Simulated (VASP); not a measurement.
# Ir3F in VASP: a series of runs, part 2 of 2

VASP 6.6.1.

## (3) Single point, PBE

Contents of INCAR:

```
PREC = Accurate ; ENCUT = 520
EDIFF = 1E-6 ; ISMEAR = 0
SIGMA = 0.1 ; LREAL = False
LASPH = True ; NELM = 60
ALGO = Normal ; ISIF = 2
LWAVE = False ; LCHARG = False
LDIPOL = True ; IDIPOL = 3
DIPOL = 0.5 0.5 0.353 ; GGA = PE
NBANDS = 25
```

Contents of KPOINTS:

```
regular mesh
0
Gamma
  10 10 1
```

Contents of POSCAR:

```
Ir3F
1.0
    2.7367600872      0.0000000000      0.0000000000
    0.0000000000      2.7367600872      0.0000000000
    0.0000000000      0.0000000000     19.1883373424
Ir F
3 1
Direct
    0.5000000000      0.5000000000      0.2084599582
    0.0000000000      0.0000000000      0.3045662607
    0.5000000000      0.5000000000      0.4006776202
    0.5000000000      0.6666666667      0.4971597545
```

Potentials or basis: VASP PAW PBE potentials, release 64 (Ir, F).

On the command line:

```sh
> cat potpaw_PBE.64/Ir/POTCAR potpaw_PBE.64/F/POTCAR > POTCAR
> mpirun -np 1 vasp_std > vasp.out
```

OUTCAR:

```text
PREC = Accurate
   ENCUT = 520
   EDIFF = 1E-6
   ISMEAR = 0
   LREAL = False
   LASPH = True
   NELM = 60
   ISIF = 2
   GGA = PE

 ion  position               nearest neighbor table
   1  0.500  0.500  0.208-   2 2.67   2 2.67   2 2.67   2 2.67
   2  0.000  0.000  0.305-   1 2.67   1 2.67   1 2.67   1 2.67   3 2.67   3 2.67   3 2.67   3 2.67

   3  0.500  0.500  0.401-   4 1.91   2 2.67   2 2.67   2 2.67   2 2.67
   4  0.500  0.667  0.497-   3 1.91

  LATTYP: Found a simple tetragonal cell.
 ALAT       =     2.7367600872
 C/A-ratio  =     7.0113333763

  Lattice vectors:

 A1 = (   2.7367600872,   0.0000000000,   0.0000000000)
 A2 = (   0.0000000000,   2.7367600872,   0.0000000000)
 A3 = (   0.0000000000,   0.0000000000,  19.1883373424)

Analysis of symmetry for initial positions (statically):
=====================================================================
 Subroutine PRICEL returns:
 Original cell was already a primitive cell.

 Routine SETGRP: Setting up the symmetry group for a
 simple tetragonal supercell.

 Subroutine GETGRP returns: Found  2 space group operations
 (whereof  2 operations were pure point group operations)
[... 176 lines left out ...]

 k-point     1 :       0.0000    0.0000    0.0000
  band No.  band energies     occupation
      1     -24.0845      2.00000
      2     -11.3241      2.00000
      3      -8.7259      2.00000
      4      -8.3883      2.00000
      5      -8.2693      2.00000
      6      -6.9212      2.00000
[... 661 lines left out ...]
     24       6.9806      0.00000
     25       7.4876      0.00000

 [... further k-points ...]

------------------------ aborting loop because EDIFF is reached ----------------------------------------

 vacuum level on the upper side and lower side of the slab       (xc-potential included)         1.523        -1.689

  FORCE on cell =-STRESS in cart. coord.  units (eV):
  Direction    XX          YY          ZZ          XY          YZ          ZX
  --------------------------------------------------------------------------------------
  -------------------------------------------------------------------------------------
  Total       -0.9762410     -1.0302071      1.6432844      0.0000000     -0.3552764      0.0000000
  in kB      -10.8832059    -11.4848236     18.3194533      0.0000000     -3.9606466      0.0000000
  external PRESSURE =      -1.3495254 kB  Pullay stress =       0.0000000 kB

 VOLUME and BASIS-vectors are now :
 -----------------------------------------------------------------------------
  energy-cutoff  :      520.00
  volume of cell :      143.72
      direct lattice vectors                 reciprocal lattice vectors
     2.736760087  0.000000000  0.000000000     0.365395566  0.000000000  0.000000000
     0.000000000  2.736760087  0.000000000     0.000000000  0.365395566  0.000000000
     0.000000000  0.000000000 19.188337342     0.000000000  0.000000000  0.052114990

 POSITION                                       TOTAL-FORCE (eV/Angst)
 -----------------------------------------------------------------------------------
      1.36838      1.36838      4.00000         0.000000     -0.175954     -0.286123
      0.00000      0.00000      5.84412         0.000000      0.179376     -0.083601
      1.36838      1.36838      7.68834         0.000000      0.360609      0.103203
      1.36838      1.82451      9.53967         0.000000     -0.364031      0.266520
 -----------------------------------------------------------------------------------
    total drift:                                0.000000      0.000299      0.001627

  FREE ENERGIE OF THE ION-ELECTRON SYSTEM (eV)
  ---------------------------------------------------
  free  energy   TOTEN  =       -27.9782242870 eV

  energy  without entropy=      -27.9557992224  energy(sigma->0) =      -27.96701175

 vacuum level on the upper side and lower side of the slab         6.998         3.698
```

stdout:

```text
POSCAR found type information on POSCAR IrF
 POSCAR found :  2 types and       4 ions
 scaLAPACK will be used
 LDA part: xc-table for (Slater+PW92), standard interpolation
 POSCAR, INCAR and KPOINTS ok, starting setup
 FFT: planning ... GRIDC
 FFT: planning ... GRID_SOFT
 FFT: planning ... GRID
 WAVECAR not read
 entering main loop
```

Run time: 2.6 min. Hardware: 1 thread of Intel Xeon Platinum 8488C (Sapphire Rapids), shared host; peak memory 0.29 GiB.

What came out:

```yaml
Free_energy: -27.9782 eV
Largest_force: 0.451 eV/Å
Band_gap_on_the_k_mesh: zero (band 17 reaches 0.16 eV, above the bottom of band 18 at -2.12 eV)
```

Forces on the atoms (eV/Å):
```
Ir   0.000 -0.176 -0.286
Ir   0.000  0.179 -0.084
Ir   0.000  0.361  0.103
F    0.000 -0.364  0.267
```

Levels at points of the mesh, in eV from the Fermi level:
```tsv
k point	band 15	band 16	band 17	band 18	band 19	band 20
(0.00, 0.00, 0.00)	-0.86	-0.78	-0.69	0.29	0.91	1.03
(0.50, 0.00, 0.00)	-1.02	-0.44	0.58	0.76	1.07	1.12
(0.00, 0.50, 0.00)	-0.87	-0.31	0.59	0.81	0.96	1.28
(0.50, 0.50, 0.00)	0.28	1.19	1.62	1.75	2.23	4.01
```

Caveat: spin-orbit coupling is left out, which moves the levels of the heavy elements.

## (4) Single point, PBE

Contents of INCAR:

```
PREC = Accurate
ENCUT = 520
EDIFF = 1E-6
ISMEAR = 0
SIGMA = 0.1
LREAL = False
LASPH = True
NELM = 60
ALGO = Normal
ISIF = 2
LWAVE = False
LCHARG = True
LDIPOL = True
IDIPOL = 3
DIPOL = 0.5 0.5 0.348
GGA = PE
LELF = True
LVHAR = True
LVACPOTAV = True
NBANDS = 25
```

Contents of KPOINTS:

```
Automatic mesh
0
Gamma
  10 10 1
```

Edit POSCAR of step 3 so:

```diff
@@ -11,2 +11,2 @@
     0.5000000000      0.5000000000      0.4006776202
-    0.5000000000      0.6666666667      0.4971597545
+    0.8333333333      1.0000000000      0.4793760477
```

On the command line:

```sh
> cat potpaw_PBE.64/Ir/POTCAR potpaw_PBE.64/F/POTCAR > POTCAR
> mpirun -np 1 vasp_std > vasp.out
```

Run time: 2.9 min. Hardware: 1 thread of Intel Xeon Platinum 8488C (Sapphire Rapids), shared host; peak memory 0.27 GiB.

It converged, with:

| Quantity | Value |
| --- | --- |
| Free energy | -27.6480 eV |
| Largest force | 0.644 eV/Å |
| Band gap on the k mesh | zero (band 17 reaches 0.02 eV, above the bottom of band 18 at -1.61 eV) |

Forces in eV/Å, atoms in the order of the input:
```
Ir  -0.140  0.000 -0.026
Ir   0.422  0.000  0.011
Ir   0.362  0.000 -0.008
F   -0.643  0.000  0.022
```

Levels at points of the mesh, in eV from the Fermi level:
| k point | band 13 | band 14 | band 15 | band 16 | band 17 | band 18 | band 19 | band 20 | band 21 | band 22 |
| --- | --- | --- | --- | --- | --- | --- | --- | --- | --- | --- |
| (0.00, 0.00, 0.00) | -2.07 | -1.25 | -1.17 | -0.98 | -0.77 | 0.21 | 0.58 | 0.93 | 1.02 | 1.10 |
| (0.50, 0.00, 0.00) | -3.05 | -1.56 | -1.01 | -0.50 | 0.46 | 0.54 | 0.84 | 1.57 | 2.51 | 3.04 |
| (0.00, 0.50, 0.00) | -2.86 | -1.72 | -0.82 | -0.65 | 0.36 | 0.48 | 0.80 | 1.75 | 2.40 | 3.42 |
| (0.50, 0.50, 0.00) | 0.09 | 0.18 | 0.50 | 0.55 | 1.07 | 1.55 | 2.14 | 4.11 | 4.45 | 8.23 |

Caveat: spin-orbit coupling is left out, which moves the levels of the heavy elements.

## (5) Single point, PBE

Contents of INCAR:

```
SYSTEM = Ir3F
  PREC = Accurate
  ENCUT = 520
  EDIFF = 1E-6
  ISMEAR = 0
  SIGMA = 0.1
  LREAL = .FALSE.
  LASPH = .TRUE.
  NELM = 80
  ALGO = Normal
  ISIF = 2
  LWAVE = .FALSE.
  LCHARG = .FALSE.
  LDIPOL = .TRUE.
  IDIPOL = 3
  DIPOL = 0.5 0.5 0.349
  GGA = PE
  NBANDS = 25
```

Contents of KPOINTS:

```
regular mesh
0
G
  10 10 1
  0 0 0
```

Edit POSCAR of step 4 so:

```diff
@@ -11,2 +11,2 @@
     0.5000000000      0.5000000000      0.4006776202
-    0.8333333333      1.0000000000      0.4793760477
+    0.6666666667      1.0000000000      0.4830444013
```

On the command line:

```sh
> cat potpaw_PBE.64/Ir/POTCAR potpaw_PBE.64/F/POTCAR > POTCAR
> mpirun -np 1 vasp_std > vasp.out
```

Run time: 2.7 min. Hardware: 1 thread of Intel Xeon Platinum 8488C (Sapphire Rapids), shared host; peak memory 0.28 GiB.

The run converged. Its results:

```
Free energy            : -27.9094 eV
Largest force          : 0.428 eV/Å
Band gap on the k mesh : zero (band 17 reaches 0.12 eV, above the bottom of band 18 at -1.58 eV)
```

Forces in eV/Å, atoms in the order of the input:
```
Ir  -0.110  0.000 -0.085
Ir   0.311  0.000 -0.227
Ir   0.223  0.000  0.252
F   -0.424  0.000  0.060
```

Levels at points of the mesh, in eV from the Fermi level:
```tsv
k point	band 15	band 16	band 17	band 18	band 19	band 20
(0.00, 0.00, 0.00)	-1.14	-0.98	-0.65	0.19	0.68	0.97
(0.50, 0.00, 0.00)	-1.06	-0.26	0.53	0.56	1.01	1.29
(0.00, 0.50, 0.00)	-0.70	-0.67	0.37	0.51	0.82	1.82
(0.50, 0.50, 0.00)	0.65	0.72	1.13	1.54	2.18	3.81
```

Caveat: spin-orbit coupling is left out, which moves the levels of the heavy elements.
